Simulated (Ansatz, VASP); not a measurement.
Two plane-wave programs on SnO2

Contents of INCAR:

```
SYSTEM = SnO2
PREC     = Accurate       ! precision mode
ENCUT    = 520            ! plane-wave cutoff, eV
EDIFF    = 1E-6           ! SCF threshold, eV
ISMEAR   = 0              ! smearing method
SIGMA    = 0.01           ! smearing width, eV
LREAL    = .False.        ! projectors in reciprocal space
LASPH    = .True.         ! aspherical terms in the spheres
NELM     = 80             ! most SCF steps
ALGO     = Normal         ! electronic algorithm
ISIF     = 2              ! what is computed and relaxed
LWAVE    = .False.        ! write WAVECAR
LCHARG   = .True.         ! write CHGCAR
LELF     = .True.         ! ELF
LVHAR    = .True.       
NBANDS   = 35             ! bands
```

Contents of KPOINTS:

```
Automatic mesh
0
Gamma
  3 3 5
  0 0 0
```

File POSCAR:

```
SnO2
1.0
    4.7880040000      0.0000000000      0.0000000000
    0.0000000000      4.8665820000      0.0000000000
    0.0000000000      0.0000000000      3.2408980000
Sn O
2 4
Direct
    0.5000000000      0.5000000000      0.5000000000
    0.0000000000      0.0000000000      0.0000000000
    0.2918550000      0.3210420000      0.0000000000
    0.7918550000      0.1789580000      0.5000000000
    0.2081450000      0.8210420000      0.5000000000
    0.7081450000      0.6789580000      0.0000000000
```

Input for Ansatz:

```yaml
crystal:
  lattice:
    - [4.788004, 0.0, 0.0]
    - [0.0, 4.866582, 0.0]
    - [0.0, 0.0, 3.240898]
  atoms:
    - { symbol: Sn, position: [0.5, 0.5, 0.5] }
    - { symbol: Sn, position: [0.0, 0.0, 0.0] }
    - { symbol: O, position: [0.291855, 0.321042, 0.0] }
    - { symbol: O, position: [0.791855, 0.178958, 0.5] }
    - { symbol: O, position: [0.208145, 0.821042, 0.5] }
    - { symbol: O, position: [0.708145, 0.678958, 0.0] }
kpoints:
  mp_grid:
    grid: [3, 3, 5]
hamiltonian:
  xc: lda
scf:
  occupations:
    method: fixed
output:
  band_densities:
    - { bands: [v3, v1] }
    - { bands: [c1, c1] }
```

Alike in both runs: task single point; functional LDA; k mesh 3 × 3 × 5; no spin polarisation.

|  | VASP | Ansatz |
| --- | --- | --- |
| version | VASP 6.6.1 | Ansatz 0.2.0 |
| potentials or method | VASP PAW LDA potentials, release 64 (Sn_d, O) | plane waves, PAW |
| plane-wave cutoff (eV) | 520 | 420 |
| occupations | gaussian, width 0.01 eV | fixed |
| valence electrons in the cell | 52 | 52 |

```csv
,VASP,Ansatz,Ansatz less VASP
gap on the k mesh at the Fermi level (eV),0.70,0.68,-0.022
```

LDA's correlation is that of Perdew and Zunger in VASP and of Perdew and Wang (1992) in Ansatz.

The k mesh is coarse, so the values compare programs but aren't converged.
